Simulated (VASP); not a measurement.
# Ga2O3 (C2/m) in VASP: single point with PBE

Aim: the single point of Ga2O3 with PBE.

Program: VASP 6.6.1. These are calculated values, not measurements. Logs are shortened: lines on timing, memory, paths and dates and some standing lists are left out, and cuts for length are marked.

### Step 1. The cell of the first run

Symmetry: C2/m, No. 12, monoclinic system. The conventional cell has a = 12.454 Å, b = 3.083 Å, c = 5.878 Å, α = 90.00°, β = 103.70°, γ = 90.00°. Within 2.6 Å of Ga (site symmetry m) lie 6 O at 1.97 to 2.11 Å. Ga (site symmetry m) has 4 O at 1.86 to 1.90 Å within 2.5 Å. Within 2.5 Å of O (site symmetry m) lie 3 Ga at 1.86 to 1.97 Å. O (site symmetry m) has 4 Ga at 1.90 to 2.11 Å within 2.5 Å. Within 2.5 Å of O (site symmetry m) lie 3 Ga at 1.86 to 1.97 Å.

### Step 2. Single point, PBE

INCAR

```
SYSTEM = Ga2O3
PREC     = Accurate       ! precision mode
ENCUT    = 520            ! plane-wave cutoff, eV
EDIFF    = 1E-6           ! SCF threshold, eV
ISMEAR   = 0              ! smearing method
SIGMA    = 0.02           ! smearing width, eV
LREAL    = .FALSE.        ! projectors in reciprocal space
LASPH    = .TRUE.         ! aspherical terms in the spheres
NELM     = 60             ! most SCF steps
ALGO     = Normal         ! electronic algorithm
ISIF     = 2              ! what is computed and relaxed
LWAVE    = .FALSE.        ! write WAVECAR
LCHARG   = .FALSE.        ! write CHGCAR
GGA      = PE             ! functional
NBANDS   = 55             ! bands
```

KPOINTS

```
Automatic mesh
0
G
  8 8 4
  0 0 0
```

POSCAR

```
Ga2O3
1.0
    6.2270640138     -1.5416333701      0.0062293264
    6.2270640138      1.5416333701      0.0062293264
   -1.3979711490      0.0000000000      5.7089228514
Ga O
4 6
Direct
    0.3414968574      0.3414968574      0.6858235542
    0.6585031426      0.6585031426      0.3141764458
    0.9100739588      0.9100739588      0.2052722589
    0.0899260412      0.0899260412      0.7947277411
    0.5039749256      0.5039749256      0.7433111730
    0.4960250744      0.4960250744      0.2566888270
    0.8263039782      0.8263039782      0.4356635088
    0.1736960218      0.1736960218      0.5643364912
    0.1635085073      0.1635085073      0.1092008536
    0.8364914927      0.8364914927      0.8907991464
```

Potentials or basis: VASP PAW PBE potentials, release 64 (Ga_d, O).

Command:

```console
$ cat potpaw_PBE.64/Ga_d/POTCAR potpaw_PBE.64/O/POTCAR > POTCAR
$ mpirun -np 1 vasp_std > vasp.out
```

OUTCAR:

```text
SYSTEM = Ga2O3
   PREC = Accurate
   ENCUT = 520
   EDIFF = 1E-6
   ISMEAR = 0
   LREAL = .FALSE.
   LASPH = .TRUE.
   NELM = 60
   ISIF = 2
   GGA = PE

 ion  position               nearest neighbor table
   1  0.341  0.341  0.686-  10 1.97  10 1.97   5 1.97   8 2.04   7 2.11   7 2.11
   2  0.659  0.659  0.314-   9 1.97   9 1.97   6 1.97   7 2.04   8 2.11   8 2.11
   3  0.910  0.910  0.205-  10 1.86   6 1.86   6 1.86   7 1.90
   4  0.090  0.090  0.795-   9 1.86   5 1.86   5 1.86   8 1.90
   5  0.504  0.504  0.743-   4 1.86   4 1.86   1 1.97
   6  0.496  0.496  0.257-   3 1.86   3 1.86   2 1.97
   7  0.826  0.826  0.436-   3 1.90   2 2.04   1 2.11   1 2.11
   8  0.174  0.174  0.564-   4 1.90   1 2.04   2 2.11   2 2.11
   9  0.164  0.164  0.109-   4 1.86   2 1.97   2 1.97
  10  0.836  0.836  0.891-   3 1.86   1 1.97   1 1.97

  LATTYP: Found a base centered monoclinic cell.
 ALAT       =    12.4541342592
 B/A-ratio  =     0.2475697368
 C/A-ratio  =     0.4719392708
 COS(beta)  =    -0.2368757027

  Lattice vectors:

 A1 = (   6.2270640138,  -1.5416333701,   0.0062293264)
 A2 = (   6.2270640138,   1.5416333701,   0.0062293264)
 A3 = (  -1.3979711490,   0.0000000000,   5.7089228514)

Analysis of symmetry for initial positions (statically):
=====================================================================
 Subroutine PRICEL returns:
 Original cell was already a primitive cell.

 Routine SETGRP: Setting up the symmetry group for a
 base centered monoclinic supercell.

 Subroutine GETGRP returns: Found  4 space group operations
 (whereof  4 operations were pure point group operations)
 out of a pool of  4 trial point group operations.

The static configuration has the point symmetry C_2h.

Analysis of symmetry for dynamics (positions and initial velocities):
=====================================================================
 Subroutine PRICEL returns:
 Original cell was already a primitive cell.

 Routine SETGRP: Setting up the symmetry group for a
 base centered monoclinic supercell.

 Subroutine GETGRP returns: Found  4 space group operations
 (whereof  4 operations were pure point group operations)
 out of a pool of  4 trial point group operations.

The dynamic configuration has the point symmetry C_2h.

 Subroutine INISYM returns: Found  4 space group operations
 (whereof  4 operations are pure point group operations),
 and found     1 'primitive' translations

----------------------------------------------------------------------------------------

                                     Primitive cell

  volume of cell :     109.6365

  direct lattice vectors                    reciprocal lattice vectors
     6.227064014 -1.541633370  0.006229326     0.080274997 -0.324331329  0.019657321
     6.227064014  1.541633370  0.006229326     0.080274997  0.324331329  0.019657321
    -1.397971149  0.000000000  5.708922851    -0.000175185  0.000000000  0.175121494

  length of vectors
     6.415060287  6.415060287  5.877595040     0.334695827  0.334695827  0.175121581

  position of ions in fractional coordinates (direct lattice)
     0.341496857  0.341496857  0.685823554
     0.658503143  0.658503143  0.314176446
     0.910073959  0.910073959  0.205272259
     0.089926041  0.089926041  0.794727741
     0.503974926  0.503974926  0.743311173
     0.496025074  0.496025074  0.256688827
     0.826303978  0.826303978  0.435663509
     0.173696022  0.173696022  0.564336491
     0.163508507  0.163508507  0.109200854
     0.836491493  0.836491493  0.890799146

  ion indices of the primitive-cell ions
   primitive index   ion index
                 1           1
                 2           2
                 3           3
                 4           4
                 5           5
                 6           6
                 7           7
                 8           8
                 9           9
                10          10

----------------------------------------------------------------------------------------

 KPOINTS: Automatic mesh

Automatic generation of k-mesh.
 Grid dimensions read from file:
 generate k-points for:    8    8    4

 Generating k-lattice:

  Cartesian coordinates                     Fractional coordinates (reciprocal lattice)
     0.010034375 -0.040541416  0.002457165     0.125000000  0.000000000 -0.000000000
     0.010034375  0.040541416  0.002457165     0.000000000  0.125000000 -0.000000000
    -0.000043796  0.000000000  0.043780373     0.000000000  0.000000000  0.250000000

  Length of vectors
     0.041836978  0.041836978  0.043780395

  Shift w.r.t. Gamma in fractional coordinates (k-lattice)
     0.000000000  0.000000000  0.000000000

 Subroutine IBZKPT returns following result:
 ===========================================

 Found     78 irreducible k-points:

 Following reciprocal coordinates:
            Coordinates               Weight
  0.000000  0.000000  0.000000      1.000000
  0.125000 -0.000000  0.000000      4.000000
  0.250000 -0.000000  0.000000      4.000000
  0.375000 -0.000000  0.000000      4.000000
  0.500000 -0.000000  0.000000      2.000000
  0.125000  0.125000  0.000000      2.000000
[... 16 lines left out ...]
  0.125000 -0.000000  0.250000      4.000000
  0.250000 -0.000000  0.250000      4.000000
 [... further k-points ...]
   k-points           NKPTS =     78   k-points in BZ     NKDIM =     78   number of bands    NBANDS=     55
   number of dos      NEDOS =    301   number of ions     NIONS =     10
   total plane-waves  NPLWV = 110592
   dimension x,y,z NGX =    48 NGY =   48 NGZ =   48
   dimension x,y,z NGXF=    96 NGYF=   96 NGZF=   96
   ions per type =               4   6
   NGX,Y,Z   is equivalent  to a cutoff of  12.44, 12.44, 13.58 a.u.
   NGXF,Y,Z  is equivalent  to a cutoff of  24.88, 24.88, 27.15 a.u.
 SYSTEM =  Ga2O3
   PREC   = accura    normal or accurate (medium, high low for compatibility)
   ISTART =      0    job   : 0-new  1-cont  2-samecut
   ICHARG =      2    charge: 1-file 2-atom 10-const
   ISPIN  =      1    spin polarized calculation?
   LNONCOLLINEAR =      F non collinear calculations
   LSORBIT =      F    spin-orbit coupling
   LASPH  =      T    aspherical Exc in radial PAW
   ENCUT  =  520.0 eV  38.22 Ry    6.18 a.u.  11.93 11.93 10.93*2*pi/ulx,y,z
   NELM   =     60;   NELMIN=  2; NELMDL= -5     # of ELM steps
   EDIFF  = 0.1E-05   stopping-criterion for ELM
   LREAL  =      F    real-space projection
   EDIFFG = 0.1E-04   stopping-criterion for IOM
   NSW    =      0    number of steps for IOM
   IBRION =     -1    ionic relax: 0-MD 1-quasi-New 2-CG
   NFREE  =      0    steps in history (QN), initial steepest desc. (CG)
   ISIF   =      2    stress and relaxation
   ISYM   =      2    0-nonsym 1-usesym 2-fastsym
   POTIM  = 0.5000    time-step for ionic-motion
   TEBEG  =    0.0;   TEEND  =   0.0 temperature during run
   PSTRESS=    0.0 pullay stress
   NELECT =      88.0000    total number of electrons
   NUPDOWN=      -1.0000    fix difference up-down
   EMIN   =  10.00;   EMAX   =-10.00  energy-range for DOS
   EFERMI =   0.00;   METHOD = LEGACY
   ISMEAR =     0;   SIGMA  =   0.02  broadening in eV -4-tet -1-fermi 0-gaus
   EFERMI_NEDOS =   21; number of points for ismear=-14 and -15
   IALGO  =     38    algorithm
   IMIX   =      4    mixing-type and parameters
     AMIX     =   0.40;   BMIX     =  1.00
     AMIX_MAG =   1.60;   BMIX_MAG =  1.00
  volume/ion in A,a.u.               =      10.96        73.99
  Fermi-wavevector in a.u.,A,eV,Ry     =   1.521426  2.875078 31.493895  2.314736
  Thomas-Fermi vector in A             =   2.630142
   LORBIT       =      0    0 simple, 1 ext, 2 COOP (PROOUT), +10 PAW based schemes
   GGA     = PE    functional components
   LHFCALC =     F    Hartree Fock is set to
   AEXX    =    0.0000 exact exchange contribution
   IVDW    =     0    specifies the selected vdW correction
   LEPSILON=     F    determine dielectric tensor
   LRPA    =     F    only Hartree local field effects (RPA)
 non-spin polarized calculation
 Gauss-broadening in eV      SIGMA  =   0.02
  energy-cutoff  :      520.00
  volume of cell :      109.64
 maximum number of plane-waves:      2970
   NGX = 23   NGY = 23   NGZ = 21

 number of electron      87.9999987 magnetization

 Free energy of the ion-electron system (eV)
  ---------------------------------------------------
  ext. energy  EPLUGINS =         0.00000000
  ---------------------------------------------------
  free energy    TOTEN  =       -59.67793668 eV

  energy without entropy =      -59.67793668  energy(sigma->0) =      -59.67793668

 E-fermi :   3.6053     XC(G=0): -11.3741

 val. band max:        3.4348397064   @ k =   0.5000   0.3750   0.5000
 cond. band min:       5.4350961745   @ k =   0.0000   0.0000   0.0000
 fundamental gap:      2.0002564680
 Fermi energy:         3.6052839470

 k-point     1 :       0.0000    0.0000    0.0000
  band No.  band energies     occupation
      1     -15.1862      2.00000
      2     -14.1282      2.00000
      3     -14.0982      2.00000
      4     -13.9948      2.00000
      5     -13.5522      2.00000
      6     -13.5458      2.00000
[... 47 lines left out ...]
     54      15.4417      0.00000
     55      15.6381      0.00000

 k-point     2 :       0.1250   -0.0000    0.0000
  band No.  band energies     occupation
      1     -15.0740      2.00000
      2     -14.1024      2.00000
      3     -14.0834      2.00000
      4     -13.9184      2.00000
      5     -13.5572      2.00000
      6     -13.5473      2.00000
[... 47 lines left out ...]
     54      14.5686      0.00000
     55      14.8318      0.00000

 k-point     3 :       0.2500   -0.0000    0.0000
  band No.  band energies     occupation
      1     -14.7721      2.00000
      2     -14.0572      2.00000
      3     -13.9814      2.00000
      4     -13.8044      2.00000
      5     -13.5650      2.00000
      6     -13.5508      2.00000
[... 1152 lines left out ...]
 k-point    23 :       0.1250   -0.0000    0.2500
  band No.  band energies     occupation
      1     -14.9656      2.00000
      2     -14.2793      2.00000
      3     -14.1013      2.00000
      4     -13.8393      2.00000
      5     -13.6079      2.00000
      6     -13.5180      2.00000
[... 47 lines left out ...]
     54      14.8161      0.00000
     55      15.2291      0.00000

 k-point    24 :       0.2500   -0.0000    0.2500
  band No.  band energies     occupation
      1     -14.6717      2.00000
      2     -14.1608      2.00000
      3     -14.0168      2.00000
      4     -13.7625      2.00000
      5     -13.6075      2.00000
      6     -13.5312      2.00000
[... 47 lines left out ...]
     54      13.9098      0.00000
     55      15.0648      0.00000

 [... further k-points ...]

------------------------ aborting loop because EDIFF is reached ----------------------------------------

  FORCE on cell =-STRESS in cart. coord.  units (eV):
  Direction    XX          YY          ZZ          XY          YZ          ZX
  --------------------------------------------------------------------------------------
  -------------------------------------------------------------------------------------
  Total        0.3639052      0.4674539      0.3670890      0.0000000      0.0000000      0.0190377
  in kB        5.3179453      6.8311588      5.3644717      0.0000000      0.0000000      0.2782089
  external PRESSURE =       5.8378586 kB  Pullay stress =       0.0000000 kB

 VOLUME and BASIS-vectors are now :
 -----------------------------------------------------------------------------
  energy-cutoff  :      520.00
  volume of cell :      109.64
      direct lattice vectors                 reciprocal lattice vectors
     6.227064014 -1.541633370  0.006229326     0.080274997 -0.324331329  0.019657321
     6.227064014  1.541633370  0.006229326     0.080274997  0.324331329  0.019657321
    -1.397971149  0.000000000  5.708922851    -0.000175185  0.000000000  0.175121494

 POSITION                                       TOTAL-FORCE (eV/Angst)
 -----------------------------------------------------------------------------------
      3.29428      0.00000      3.91957         0.010507      0.000000      0.003154
      7.76187      0.00000      1.80181        -0.010507      0.000000     -0.003154
     11.04721      0.00000      1.18322        -0.001384      0.000000     -0.005846
      0.00894      0.00000      4.53816         0.001384      0.000000      0.005846
      5.23744      0.00000      4.24978        -0.003103      0.000000     -0.005858
      5.81872      0.00000      1.47160         0.003103      0.000000      0.005858
      9.68185      0.00000      2.49746         0.009209      0.000000      0.001956
      1.37431      0.00000      3.22392        -0.009209      0.000000     -0.001956
      1.88370      0.00000      0.62546         0.020693      0.000000     -0.016278
      9.17246      0.00000      5.09593        -0.020693      0.000000      0.016278
 -----------------------------------------------------------------------------------
    total drift:                                0.000000      0.000000      0.000000

  FREE ENERGIE OF THE ION-ELECTRON SYSTEM (eV)
  ---------------------------------------------------
  free  energy   TOTEN  =       -59.6779366772 eV

  energy  without entropy=      -59.6779366772  energy(sigma->0) =      -59.67793668
```

Wall time 36 min (1 thread of AMD EPYC 7R43 (Zen 3), shared host); peak memory 0.48 GiB.

Results:

* Free energy: -59.6779 eV
* Pressure: 0.6 GPa
* Largest force: 0.026 eV/Å
* Band gap on the k mesh: 2.00 eV (least direct gap 2.02 eV)

Forces on the atoms (eV/Å):
```
Ga   0.011  0.000  0.003
Ga  -0.011  0.000 -0.003
Ga  -0.001  0.000 -0.006
Ga   0.001  0.000  0.006
O   -0.003  0.000 -0.006
O    0.003  0.000  0.006
O    0.009  0.000  0.002
O   -0.009  0.000 -0.002
O    0.021  0.000 -0.016
O   -0.021  0.000  0.016
```

A k mesh can miss the band edges.
